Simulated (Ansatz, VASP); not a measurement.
# PW in VASP and in Ansatz

File INCAR:

```
PREC = Accurate ; ENCUT = 600
EDIFF = 1E-6 ; ISMEAR = -1
SIGMA = 0.1 ; LREAL = False
LASPH = True ; NELM = 60
ALGO = Normal ; ISIF = 3
LWAVE = False ; LCHARG = False
IBRION = 2 ; NSW = 60
EDIFFG = -0.005
```

KPOINTS

```
regular mesh
0
Gamma
  12 12 12
```

File POSCAR:

```
PW
1.0
    0.0000000000      2.8500603755      2.8500603755
    2.8500603755      0.0000000000      2.8500603755
    2.8500603755      2.8500603755      0.0000000000
W P
1 1
Direct
    0.0000000000      0.0000000000      0.0000000000
    0.2500000000      0.2500000000      0.2500000000
```

Input for Ansatz:

```yaml
crystal:
  lattice:
    - [0.0, 2.8500603755, 2.8500603755]
    - [2.8500603755, 0.0, 2.8500603755]
    - [2.8500603755, 2.8500603755, 0.0]
  atoms:
    - { symbol: W, position: [0.0, 0.0, 0.0] }
    - { symbol: P, position: [0.25, 0.25, 0.25] }
kpoints:
  mp_grid: { grid: [12, 12, 12] }
scf:
  occupations: { method: fermi_dirac, width: 0.1 }
hamiltonian:
  xc: lda
  pseudopotentials: { kind: paw }
output:
  forces: true
  stress: true
  write_density: true
  write_potential: true
  elf: true
  volumetric_format: npy
relax:
  f_tol: 0.005
  max_steps: 40
  cell: {}
```

Alike in both runs: task relaxation of cell and atoms; functional LDA; k mesh 12 × 12 × 12; occupations fermi-dirac, width 0.1 eV; no spin polarisation.

```csv
,VASP,Ansatz
version,VASP 6.6.1,Ansatz 0.2.0
potentials or method,"VASP PAW LDA potentials, release 64 (W_sv, P)","PAW with Ansatz's default frozen-core files, scalar-relativistic"
plane-wave cutoff (eV),600,420
valence electrons in the cell,19,19
```

```tsv
	VASP	Ansatz	Ansatz less VASP
relaxed volume (Å³/atom)	19.11	19.06	-0.051
relaxed cell length with the largest relative difference (Å)	3.781	3.777	-0.0034
```

LDA's correlation is that of Perdew and Zunger in VASP and of Perdew and Wang (1992) in Ansatz.

Neither program's run includes spin-orbit coupling. Noted on VASP's run: the volume moved by over 15 % at a fixed basis, so the end points are rough.
